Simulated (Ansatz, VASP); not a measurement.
# Sb in VASP and in Ansatz

The input INCAR:

```
ALGO = Normal
EDIFF = 1E-6
ENCUT = 520
GGA = PE
ISIF = 2
ISMEAR = 0
LASPH = True
LCHARG = False
LREAL = False
LWAVE = False
NBANDS = 12
NELM = 80
PREC = Accurate
SIGMA = 0.1
```

The input KPOINTS:

```
k-points
0
Gamma
  14 10 10
```

File POSCAR:

```
Sb
1.0
    3.0719127597     -0.1248960800      0.0459305334
   -0.1739007200      4.4552929712     -0.1505545483
    0.0265243385     -0.1510180548      4.3728524896
Sb
2
Direct
    0.9801548822      0.7423792711      0.7684242462
    0.0198451178      0.2576207289      0.2315757538
```

Input for Ansatz:

```yaml
crystal:
  lattice:
    - [3.0719127597, -0.12489608, 0.0459305334]
    - [-0.17390072, 4.4552929712, -0.1505545483]
    - [0.0265243385, -0.1510180548, 4.3728524896]
  atoms:
    - { symbol: Sb, position: [0.9801548822, 0.7423792711, 0.7684242462] }
    - { symbol: Sb, position: [0.0198451178, 0.2576207289, 0.2315757538] }
basis:
  ecutwfc: 420
kpoints:
  mp_grid: { grid: [14, 10, 10] }
hamiltonian:
  xc: pbe
scf:
  occupations: { method: gaussian, width: 0.1 }
output:
  forces: true
  stress: true
  eigenvalues: true
```

Alike in both runs: task single point; functional PBE; k mesh 14 × 10 × 10; occupations gaussian, width 0.1 eV; no spin polarisation.

|  | VASP | Ansatz |
| --- | --- | --- |
| version | VASP 6.6.1 | Ansatz 0.2.0 |
| potentials or method | VASP PAW PBE potentials, release 64 (Sb), cutoff 520 eV | scalar-relativistic, plane waves, PAW |
| valence electrons in the cell | 10 | 30 |

Ansatz gave:

- gap on the k mesh at the Fermi level (eV): none
- pressure (GPa): 1.3
- traceless stress, the component that is largest in VASP (GPa): 3.57
- rms of the force components (eV/Å): 0.123

Q: Which values does VASP return?

A: gap on the k mesh at the Fermi level (eV): none; pressure (GPa): 1.3; traceless stress, the component that is largest in VASP (GPa): 3.57; rms of the force components (eV/Å): 0.128.

Atom by atom the forces differ by 0.007 eV/Å (rms over components). A gap of «none» marks a metal or a gap that the smearing closes. VASP's potentials hold 10 valence electrons a cell and Ansatz's 30, so a difference there can come from the potentials and not from the codes.

Neither program's run includes spin-orbit coupling.
